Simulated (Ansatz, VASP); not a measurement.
## Two plane-wave programs on CrO2

The input INCAR:

```
SYSTEM = CrO2
PREC = Accurate ; ENCUT = 700
EDIFF = 1E-6 ; ISMEAR = -1
SIGMA = 0.05 ; LREAL = .FALSE.
LASPH = .TRUE. ; NELM = 200
ALGO = Normal ; ISIF = 2
LWAVE = .FALSE. ; LCHARG = .TRUE.
ISPIN = 2 ; MAGMOM = 2.1 2.1 0 0 0 0
LORBIT = 11 ; LMAXMIX = 4
LDAU = .TRUE. ; LDAUTYPE = 1
LDAUL = 2 -1 ; LDAUU = 4.9 0
LDAUJ = 0.9 0 ; LDAUPRINT = 1
GGA = PS ; LELF = .TRUE.
LVHAR = .TRUE. ; NBANDS = 39
GGA_COMPAT = .FALSE.
```

KPOINTS

```
Automatic mesh
0
G
  6 6 9
  0 0 0
```

Contents of POSCAR:

```
CrO2
1.0
    4.4713430000      0.0000000000      0.0000000000
    0.0000000000      4.4713430000      0.0000000000
    0.0000000000      0.0000000000      2.9951760000
Cr O
2 4
Direct
    0.0000000000      0.5000000000      0.2384510000
    0.5000000000      0.0000000000      0.7615490000
    0.7017070000      0.2017070000      0.2536240000
    0.2017070000      0.2982930000      0.7463760000
    0.2982930000      0.7982930000      0.2536240000
    0.7982930000      0.7017070000      0.7463760000
```

Input for Ansatz:

```yaml
crystal:
  lattice:
    a: 4.471343
    b: 4.471343
    c: 2.995176
    alpha: 90.0
    beta: 90.0
    gamma: 90.0
  space_group: 113
  setting:
    hermann_mauguin: P-421m
  atoms:
    - { symbol: Cr, position: [0.0, 0.5, 0.238451] }
    - { symbol: O, position: [0.701707, 0.201707, 0.253624] }
kpoints:
  mp_grid:
    grid: [6, 6, 9]
hamiltonian:
  xc: pbesol
  hubbard:
    - { species: Cr, l: d, u: 4.9, j: 0.9 }
magnetization:
  spin_polarized: true
  per_species:
    Cr: 2.1
scf:
  convergence:
    dr2_threshold: 1.0e-08
  occupations:
    method: fermi_dirac
    width: 0.05
output:
  write_density: true
  dos:
    de: 0.05
    projected: true
```

Alike in both runs: task single point; functional PBEsol; k mesh 6 × 6 × 9; occupations fermi-dirac, width 0.05 eV; collinear spin; Hubbard terms Cr d U = 4.9 eV, J = 0.9 eV.

```csv
,VASP,Ansatz
version,VASP 6.6.1,Ansatz 0.2.0
potentials or method,"VASP PAW PBE potentials, release 64 (Cr_sv, O)","plane waves, PAW"
plane-wave cutoff (eV),700,420
valence electrons in the cell,52,52
```

```csv
,VASP,Ansatz,Ansatz less VASP
gap on the k mesh at the Fermi level (eV),none,none,-
net moment per atom (μB),0.67,0.67,0.000
size of the moment on the site where the two differ most (μB),2.16,2.03,-0.135
```

VASP's potentials were made for PBE, not for PBEsol. Site moments also hang on the region over which each program counts them. The programs project onto different local orbitals, so the same U acts differently, and such runs can settle in different states. A gap of «none» marks a metal or a gap that the smearing closes. Ansatz's warnings: filled band counts differ across k points.
